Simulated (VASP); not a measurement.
A run of VASP 6.6.1 is set up as follows.

File INCAR:

```
SYSTEM = Ir
PREC = Accurate ; ENCUT = 520
EDIFF = 1E-7 ; ISMEAR = -1
SIGMA = 0.05 ; LREAL = .False.
LASPH = .True. ; NELM = 80
ALGO = Normal ; ISIF = 2
LWAVE = .False. ; LCHARG = .True.
GGA = RP ; LELF = .True.
LVHAR = .True. ; NBANDS = 10
```

File KPOINTS:

```
Automatic mesh
0
Gamma
  12 12 12
  0 0 0
```

Contents of POSCAR:

```
Ir
1.0
    0.0000000000      1.9422776545      1.9422776545
    1.9422776545      0.0000000000      1.9422776545
    1.9422776545      1.9422776545      0.0000000000
Ir
1
Direct
    0.0000000000      0.0000000000      0.0000000000
```

Potentials or basis: VASP PAW PBE potentials, release 64 (Ir).

Run with:

```console
$ cat potpaw_PBE.64/Ir/POTCAR > POTCAR
$ mpirun -np 1 vasp_std > vasp.out
```

Q: Estimate the pressure.

A: 0.4 GPa.

Caveat: the PAW data sets were made with another functional, which shifts forces and pressure a little.
